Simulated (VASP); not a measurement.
A run of VASP 6.6.1:

INCAR

```
SYSTEM = Ca
  PREC = Accurate
  ENCUT = 600
  EDIFF = 1E-6
  ISMEAR = 0
  SIGMA = 0.1
  LREAL = .False.
  LASPH = .True.
  NELM = 60
  ALGO = Normal
  ISIF = 3
  LWAVE = .False.
  LCHARG = .False.
  GGA = PE
  IBRION = 2
  NSW = 90
  EDIFFG = -0.04
```

KPOINTS

```
regular mesh
0
Gamma
  6 6 4
  0 0 0
```

Contents of POSCAR:

```
Ca
1.0
    1.9386938950     -3.3166497490      0.0000000000
    1.9386938950      3.3166497490      0.0000000000
    0.0000000000      0.0000000000      6.5625772368
Ca
2
Direct
    0.3312969800      0.6687030200      0.2500000000
    0.6687030200      0.3312969800      0.7500000000
```

Potentials or basis: VASP PAW PBE potentials, release 64 (Ca_sv).

The run is started by

```bash
$ cat potpaw_PBE.64/Ca_sv/POTCAR > POTCAR
$ mpirun -np 1 vasp_std > vasp.out
```

Hardware: 1 thread of Intel Xeon 8259CL (shared host).

Q: Estimate the wall time of this run.

A: It took 2.7 min on 1 thread of Intel Xeon 8259CL (shared host), peak memory 0.26 GiB. Counts: scf iterations 32, k points 39, ion steps 3.
